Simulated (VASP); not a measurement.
**Ti3Al5: single point with PBEsol**

Crystal: Ti3Al5.

```xyz
8
Lattice="3.8089 0.0000 0.0000 0.0000 3.9154 0.0000 0.0000 0.0000 7.8918" Properties=species:S:1:pos:R:3 pbc="T T T"
Ti    0.0000    1.9577    2.0845
Ti    0.0000    1.9577    5.8072
Ti    1.9045    1.9577    0.0000
Al    0.0000    0.0000    0.0000
Al    0.0000    0.0000    3.9459
Al    1.9045    1.9577    3.9459
Al    1.9045    0.0000    1.9194
Al    1.9045    0.0000    5.9724
```

- Program: VASP 6.6.1
- Task: single point
- Functional: PBEsol
- Potentials or basis: VASP PAW PBE potentials, release 64 (Ti_sv, Al)
- Cutoff: 520 eV
- k mesh: 10 × 10 × 6
- Occupations: gaussian, width 0.1 eV
- Spin: no spin polarisation
- Dipole correction: no
- Further INCAR settings: ALGO = Fast; EDIFF = 1e-07; NBANDS = 36

- Pressure: 8.1 GPa
- Largest force: 0.008 eV/Å
- Band gap on the k mesh: zero (an odd number of electrons rules out a gap without spin polarisation)

Forces on the atoms (eV/Å):
```
Ti   0.000  0.000 -0.008
Ti   0.000  0.000  0.008
Ti   0.000  0.000  0.000
Al   0.000  0.000  0.000
Al   0.000  0.000  0.000
Al   0.000  0.000  0.000
Al   0.000  0.000  0.001
Al   0.000  0.000 -0.001
```

Levels at points of the mesh, in eV from the Fermi level:
| k point | band 24 | band 25 | band 26 | band 27 | band 28 | band 29 |
| --- | --- | --- | --- | --- | --- | --- |
| (0.00, 0.00, 0.00) | -0.60 | -0.53 | -0.21 | 0.08 | 0.74 | 0.78 |
| (0.50, 0.00, 0.00) | -0.95 | -0.52 | -0.06 | 0.80 | 1.04 | 1.56 |
| (0.00, 0.50, 0.00) | -0.25 | 0.06 | 0.93 | 1.21 | 1.24 | 1.59 |
| (0.50, 0.50, 0.00) | -0.92 | -0.79 | -0.14 | -0.03 | 1.19 | 1.33 |
| (0.00, 0.00, 0.50) | -0.59 | -0.47 | -0.20 | 0.17 | 0.64 | 0.83 |
| (0.50, 0.00, 0.50) | -0.71 | -0.66 | -0.54 | 1.03 | 1.31 | 1.34 |
| (0.00, 0.50, 0.50) | 0.74 | 0.82 | 0.93 | 1.09 | 1.10 | 1.22 |
| (0.50, 0.50, 0.50) | -1.64 | -1.10 | -0.59 | -0.20 | 1.37 | 1.38 |

Wall time 17 min on 1 thread of Intel(R) Xeon(R) 6975P-C (Granite Rapids) (shared host), peak memory 0.56 GiB.

Caveat: the cell stands under pressure; the PAW data sets were made with another functional, which shifts forces and pressure a little.
